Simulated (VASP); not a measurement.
# TiCo3 (Pm-3m) in VASP: single point with r2SCAN

Aim: the single point of TiCo3 with r2SCAN.

Everything below comes from runs of VASP 6.6.1. Logs are shortened: lines on timing, memory, paths and dates and some standing lists are left out, and cuts for length are marked.

### Step 1. The cell of the first run

Symmetry: Pm-3m, No. 221, cubic system. Conventional cell: a = 3.614 Å, b = 3.614 Å, c = 3.614 Å, α = 90.00°, β = 90.00°, γ = 90.00°. Ti (site symmetry m-3m) has 12 Co at 2.56 Å within 3.4 Å. Co (site symmetry 4/mmm) has 4 Ti at 2.56 Å and 8 Co at 2.56 Å within 3.4 Å.

### Step 2. Single point, r2SCAN, collinear spin, ferrimagnetic start

Input file POSCAR:

```
TiCo3
1.0
    3.6140000000      0.0000000000      0.0000000000
    0.0000000000      3.6140000000      0.0000000000
    0.0000000000      0.0000000000      3.6140000000
Ti Co
1 3
Direct
    0.0000000000      0.0000000000      0.0000000000
    0.0000000000      0.5000000000      0.5000000000
    0.5000000000      0.0000000000      0.5000000000
    0.5000000000      0.5000000000      0.0000000000
```

Input file INCAR.step1:

```
PREC     = Accurate       # precision mode
ENCUT    = 520            # plane-wave cutoff, eV
ISMEAR   = 0              # smearing method
SIGMA    = 0.1            # smearing width, eV
LREAL    = F              # projectors in reciprocal space
LASPH    = T              # aspherical terms in the spheres
NELM     = 150            # most SCF steps
ISPIN    = 2              # spin polarisation
MAGMOM   = -0.44 1.23 1.23 1.23 # initial moments
LMAXMIX  = 4              # l up to which the mixer works
NBANDS   = 32             # bands
GGA      = PE             # functional
ALGO     = Normal         # electronic algorithm
EDIFF    = 1E-4           # SCF threshold, eV
LWAVE    = T              # write WAVECAR
LCHARG   = F              # write CHGCAR
```

Input file INCAR.step2:

```
PREC     = Accurate       # precision mode
ENCUT    = 520            # plane-wave cutoff, eV
EDIFF    = 1E-6           # SCF threshold, eV
ISMEAR   = 0              # smearing method
SIGMA    = 0.1            # smearing width, eV
LREAL    = F              # projectors in reciprocal space
LASPH    = T              # aspherical terms in the spheres
NELM     = 150            # most SCF steps
ALGO     = Normal         # electronic algorithm
ISIF     = 2              # what is computed and relaxed
LWAVE    = F              # write WAVECAR
LCHARG   = T              # write CHGCAR
ISPIN    = 2              # spin polarisation
MAGMOM   = -0.44 1.23 1.23 1.23 # initial moments
LORBIT   = 11             # projections on sites
LMAXMIX  = 4              # l up to which the mixer works
METAGGA  = R2SCAN         # meta-GGA
LMIXTAU  = T            
LELF     = T              # ELF
LVHAR    = T            
NBANDS   = 32             # bands
ISTART   = 1
```

Input file KPOINTS:

```
regular mesh
0
Gamma
  12 12 12
```

Potentials or basis: VASP PAW PBE potentials, release 64 (Ti_sv, Co).

Command:

```bash
$ cat potpaw_PBE.64/Ti_sv/POTCAR potpaw_PBE.64/Co/POTCAR > POTCAR
$ cp INCAR.step1 INCAR
$ mpirun -np 1 vasp_std > vasp.out
$ cp INCAR.step2 INCAR
$ mpirun -np 1 vasp_std > vasp.out
```

OUTCAR:

```text
PREC = Accurate
   ENCUT = 520
   EDIFF = 1E-6
   ISMEAR = 0
   LREAL = F
   LASPH = T
   NELM = 150
   ISIF = 2
   ISPIN = 2
   LORBIT = 11
   METAGGA = R2SCAN
   ISTART = 1

 ion  position               nearest neighbor table
   1  0.000  0.000  0.000-   2 2.56   3 2.56   4 2.56   2 2.56   3 2.56   2 2.56   4 2.56   2 2.56
                             3 2.56   4 2.56   3 2.56   4 2.56
   2  0.000  0.500  0.500-   1 2.56   3 2.56   4 2.56   1 2.56   4 2.56   1 2.56   3 2.56   1 2.56
                             3 2.56   4 2.56   4 2.56   3 2.56
   3  0.500  0.000  0.500-   1 2.56   2 2.56   4 2.56   1 2.56   4 2.56   2 2.56   4 2.56   4 2.56
                             1 2.56   2 2.56   1 2.56   2 2.56
   4  0.500  0.500  0.000-   1 2.56   2 2.56   3 2.56   2 2.56   3 2.56   1 2.56   3 2.56   3 2.56
                             1 2.56   2 2.56   2 2.56   1 2.56

  LATTYP: Found a simple cubic cell.
 ALAT       =     3.6140000000

  Lattice vectors:

 A1 = (   3.6140000000,   0.0000000000,   0.0000000000)
 A2 = (   0.0000000000,   3.6140000000,   0.0000000000)
 A3 = (   0.0000000000,   0.0000000000,   3.6140000000)

Analysis of symmetry for initial positions (statically):
=====================================================================
 Subroutine PRICEL returns:
 Original cell was already a primitive cell.

 Routine SETGRP: Setting up the symmetry group for a
 simple cubic supercell.

 Subroutine GETGRP returns: Found 48 space group operations
 (whereof 48 operations were pure point group operations)
 out of a pool of 48 trial point group operations.

The static configuration has the point symmetry O_h .

Analysis of symmetry for dynamics (positions and initial velocities):
=====================================================================
 Subroutine PRICEL returns:
 Original cell was already a primitive cell.

 Routine SETGRP: Setting up the symmetry group for a
 simple cubic supercell.

 Subroutine GETGRP returns: Found 48 space group operations
 (whereof 48 operations were pure point group operations)
 out of a pool of 48 trial point group operations.

The dynamic configuration has the point symmetry O_h .

Analysis of structural, dynamic, and magnetic symmetry:
=====================================================================
 Subroutine PRICEL returns:
 Original cell was already a primitive cell.

 Routine SETGRP: Setting up the symmetry group for a
 simple cubic supercell.

 Subroutine GETGRP returns: Found 48 space group operations
 (whereof 48 operations were pure point group operations)
 out of a pool of 48 trial point group operations.

The overall configuration has the point symmetry O_h .

 Subroutine INISYM returns: Found 48 space group operations
 (whereof 48 operations are pure point group operations),
 and found     1 'primitive' translations

----------------------------------------------------------------------------------------

                                     Primitive cell

  volume of cell :      47.2024

  direct lattice vectors                    reciprocal lattice vectors
     3.614000000  0.000000000  0.000000000     0.276701716  0.000000000  0.000000000
     0.000000000  3.614000000  0.000000000     0.000000000  0.276701716  0.000000000
     0.000000000  0.000000000  3.614000000     0.000000000  0.000000000  0.276701716

  length of vectors
     3.614000000  3.614000000  3.614000000     0.276701716  0.276701716  0.276701716

  position of ions in fractional coordinates (direct lattice)
     0.000000000  0.000000000  0.000000000
     0.000000000  0.500000000  0.500000000
     0.500000000  0.000000000  0.500000000
     0.500000000  0.500000000  0.000000000

  ion indices of the primitive-cell ions
   primitive index   ion index
                 1           1
                 2           2
                 3           3
                 4           4

----------------------------------------------------------------------------------------

 KPOINTS: regular mesh

Automatic generation of k-mesh.
 Grid dimensions read from file:
 generate k-points for:   12   12   12

 Generating k-lattice:

  Cartesian coordinates                     Fractional coordinates (reciprocal lattice)
     0.023058476  0.000000000  0.000000000     0.083333333  0.000000000  0.000000000
     0.000000000  0.023058476  0.000000000     0.000000000  0.083333333  0.000000000
     0.000000000  0.000000000  0.023058476     0.000000000  0.000000000  0.083333333

  Length of vectors
     0.023058476  0.023058476  0.023058476

  Shift w.r.t. Gamma in fractional coordinates (k-lattice)
     0.000000000  0.000000000  0.000000000

 Subroutine IBZKPT returns following result:
 ===========================================

 Found     84 irreducible k-points:

 Following reciprocal coordinates:
            Coordinates               Weight
  0.000000  0.000000  0.000000      1.000000
  0.083333  0.000000  0.000000      6.000000
  0.166667  0.000000  0.000000      6.000000
  0.250000  0.000000  0.000000      6.000000
  0.333333  0.000000  0.000000      6.000000
  0.416667  0.000000  0.000000      6.000000
[... 16 lines left out ...]
  0.333333  0.333333  0.000000     12.000000
  0.416667  0.333333  0.000000     24.000000
 [... further k-points ...]
   k-points           NKPTS =     84   k-points in BZ     NKDIM =     84   number of bands    NBANDS=     32
   number of dos      NEDOS =    301   number of ions     NIONS =      4
   total plane-waves  NPLWV =  21952
   dimension x,y,z NGX =    28 NGY =   28 NGZ =   28
   dimension x,y,z NGXF=    56 NGYF=   56 NGZF=   56
   ions per type =               1   3
   NGX,Y,Z   is equivalent  to a cutoff of  12.88, 12.88, 12.88 a.u.
   NGXF,Y,Z  is equivalent  to a cutoff of  25.76, 25.76, 25.76 a.u.
 SYSTEM =  unknown system
   PREC   = accura    normal or accurate (medium, high low for compatibility)
   ISTART =      1    job   : 0-new  1-cont  2-samecut
   ICHARG =      0    charge: 1-file 2-atom 10-const
   ISPIN  =      2    spin polarized calculation?
   LNONCOLLINEAR =      F non collinear calculations
   LSORBIT =      F    spin-orbit coupling
   LASPH  =      T    aspherical Exc in radial PAW
   ENCUT  =  520.0 eV  38.22 Ry    6.18 a.u.   6.72  6.72  6.72*2*pi/ulx,y,z
   NELM   =    150;   NELMIN=  2; NELMDL=  0     # of ELM steps
   EDIFF  = 0.1E-05   stopping-criterion for ELM
   LREAL  =      F    real-space projection
   EDIFFG = 0.1E-04   stopping-criterion for IOM
   NSW    =      0    number of steps for IOM
   IBRION =     -1    ionic relax: 0-MD 1-quasi-New 2-CG
   NFREE  =      0    steps in history (QN), initial steepest desc. (CG)
   ISIF   =      2    stress and relaxation
   ISYM   =      2    0-nonsym 1-usesym 2-fastsym
   POTIM  = 0.5000    time-step for ionic-motion
   TEBEG  =    0.0;   TEEND  =   0.0 temperature during run
   PSTRESS=    0.0 pullay stress
   NELECT =      39.0000    total number of electrons
   NUPDOWN=      -1.0000    fix difference up-down
   EMIN   =  10.00;   EMAX   =-10.00  energy-range for DOS
   EFERMI =   0.00;   METHOD = LEGACY
   ISMEAR =     0;   SIGMA  =   0.10  broadening in eV -4-tet -1-fermi 0-gaus
   EFERMI_NEDOS =   21; number of points for ismear=-14 and -15
   IALGO  =     38    algorithm
   IMIX   =      4    mixing-type and parameters
     AMIX     =   0.40;   BMIX     =  1.00
     AMIX_MAG =   1.60;   BMIX_MAG =  1.00
  volume/ion in A,a.u.               =      11.80        79.63
  Fermi-wavevector in a.u.,A,eV,Ry     =   1.536178  2.902956 32.107613  2.359843
  Thomas-Fermi vector in A             =   2.642863
   LORBIT       =     11    0 simple, 1 ext, 2 COOP (PROOUT), +10 PAW based schemes
   METAGGA = R2SCAN    functional components
   LHFCALC =     F    Hartree Fock is set to
   AEXX    =    0.0000 exact exchange contribution
   IVDW    =     0    specifies the selected vdW correction
   LEPSILON=     F    determine dielectric tensor
   LRPA    =     F    only Hartree local field effects (RPA)
 spin polarized calculation
 Gauss-broadening in eV      SIGMA  =   0.10
  energy-cutoff  :      520.00
  volume of cell :       47.20
 maximum number of plane-waves:      1328
 NGX is ok and might be reduce to    28
   NGX = 13   NGY = 13   NGZ = 13

 number of electron      39.0000032 magnetization       0.0001475

 number of electron      39.0000032 magnetization      -0.0001398

 Free energy of the ion-electron system (eV)
  ---------------------------------------------------
  ext. energy  EPLUGINS =         0.00000000
  ---------------------------------------------------
  free energy    TOTEN  =       -52.80972214 eV

  energy without entropy =      -52.78775054  energy(sigma->0) =      -52.79873634

 E-fermi :   9.6617     XC(G=0): -14.2225

 val. band max:        9.6612774201   @ k =   0.1667   0.1667   0.1667
 cond. band min:       9.6627865327   @ k =   0.3333   0.0833   0.0833
 fundamental gap:      0.0015091127
 Fermi energy:         9.6616544573

 spin component 1

 k-point     1 :       0.0000    0.0000    0.0000
  band No.  band energies     occupation
      1     -49.2331      1.00000
      2     -24.4339      1.00000
      3     -24.4339      1.00000
      4     -24.4339      1.00000
      5       1.4799      1.00000
      6       5.4431      1.00000
[... 23 lines left out ...]
     30      21.2986      0.00000
     31      21.3415      0.00000
[... 751 lines left out ...]
      1     -49.2273      1.00000
      2     -24.4814      1.00000
      3     -24.4708      1.00000
      4     -24.4366      1.00000
      5       4.7475      1.00000
      6       6.0182      1.00000
[... 23 lines left out ...]
     30      21.8421      0.00000
     31      22.2447      0.00000

 [... further k-points ...]

 spin component 2

 k-point     1 :       0.0000    0.0000    0.0000
  band No.  band energies     occupation
      1     -49.2330      1.00000
      2     -24.4338      1.00000
      3     -24.4338      1.00000
      4     -24.4338      1.00000
      5       1.4800      1.00000
      6       5.4430      1.00000
[... 23 lines left out ...]
     30      21.2986      0.00000
     31      21.3415      0.00000
[... 751 lines left out ...]
      1     -49.2271      1.00000
      2     -24.4813      1.00000
      3     -24.4707      1.00000
      4     -24.4365      1.00000
      5       4.7475      1.00000
      6       6.0182      1.00000
[... 23 lines left out ...]
     30      21.8420      0.00000
     31      22.2447      0.00000

 [... further k-points ...]

 [bands above 31 left out]

------------------------ aborting loop because EDIFF is reached ----------------------------------------

  FORCE on cell =-STRESS in cart. coord.  units (eV):
  Direction    XX          YY          ZZ          XY          YZ          ZX
  --------------------------------------------------------------------------------------
  -------------------------------------------------------------------------------------
  Total       -3.6525037     -3.6525037     -3.6525037     -0.0000000     -0.0000000      0.0000000
  in kB     -123.9757667   -123.9757667   -123.9757667     -0.0000000     -0.0000000      0.0000000
  external PRESSURE =    -123.9757667 kB  Pullay stress =       0.0000000 kB

 VOLUME and BASIS-vectors are now :
 -----------------------------------------------------------------------------
  energy-cutoff  :      520.00
  volume of cell :       47.20
      direct lattice vectors                 reciprocal lattice vectors
     3.614000000  0.000000000  0.000000000     0.276701716  0.000000000  0.000000000
     0.000000000  3.614000000  0.000000000     0.000000000  0.276701716  0.000000000
     0.000000000  0.000000000  3.614000000     0.000000000  0.000000000  0.276701716

 POSITION                                       TOTAL-FORCE (eV/Angst)
 -----------------------------------------------------------------------------------
      0.00000      0.00000      0.00000         0.000000      0.000000      0.000000
      0.00000      1.80700      1.80700         0.000000      0.000000      0.000000
      1.80700      0.00000      1.80700         0.000000      0.000000      0.000000
      1.80700      1.80700      0.00000         0.000000      0.000000      0.000000
 -----------------------------------------------------------------------------------
    total drift:                                0.000000      0.000000      0.000000

  FREE ENERGIE OF THE ION-ELECTRON SYSTEM (eV)
  ---------------------------------------------------
  free  energy   TOTEN  =       -52.8097221447 eV

  energy  without entropy=      -52.7877505353  energy(sigma->0) =      -52.79873634

 total charge

# of ion       s       p       d       tot
------------------------------------------
    1        2.254   6.191   1.856  10.302
    2        0.522   0.521   7.309   8.352
    3        0.522   0.521   7.309   8.352
    4        0.522   0.521   7.309   8.352
--------------------------------------------------
tot          3.821   7.755  23.783  35.358

 magnetization (x)

# of ion       s       p       d       tot
------------------------------------------
    1        0.000   0.000   0.000   0.000
    2        0.000   0.000  -0.000  -0.000
    3        0.000   0.000  -0.000  -0.000
    4        0.000   0.000  -0.000  -0.000
--------------------------------------------------
tot          0.000   0.000  -0.000  -0.000
```

Wall time 8.4 min (1 thread of Intel Xeon 6975P-C (Granite Rapids), shared host); peak memory 0.32 GiB.

What came out:

- Free energy: -52.8097 eV
- Pressure: -12.4 GPa
- Net moment: 0.00 μB per cell
- Valence electrons inside the program's atomic spheres: Ti 10.30; Co 8.35

Levels at points of the mesh, in eV from the Fermi level:
Spin up:
```tsv
k point	band 16	band 17	band 18	band 19	band 20	band 21	band 22	band 23	band 24	band 25
(0.00, 0.00, 0.00)	-0.14	0.52	0.83	0.83	0.83	2.59	2.59	3.34	3.34	3.34
(0.50, 0.00, 0.00)	-0.76	-0.55	-0.55	-0.46	0.04	0.83	1.30	1.30	2.02	2.59
(0.50, 0.50, 0.00)	-1.22	-0.83	-0.83	-0.77	-0.50	-0.18	1.80	1.80	2.19	2.19
(0.50, 0.50, 0.50)	-1.00	0.05	0.60	0.60	0.60	0.69	0.69	0.69	2.22	2.22
```
Spin down:
```csv
k point,band 18,band 19,band 20,band 21,band 22,band 23
"(0.00, 0.00, 0.00)",0.83,0.83,0.83,2.59,2.59,3.34
"(0.50, 0.00, 0.00)",-0.55,-0.46,0.04,0.83,1.30,1.30
"(0.50, 0.50, 0.00)",-0.83,-0.77,-0.50,-0.18,1.80,1.80
"(0.50, 0.50, 0.50)",0.60,0.60,0.60,0.69,0.69,0.69
```

Caveat: the cell stands under tension; the PAW data sets were made with another functional, which shifts forces and pressure a little.
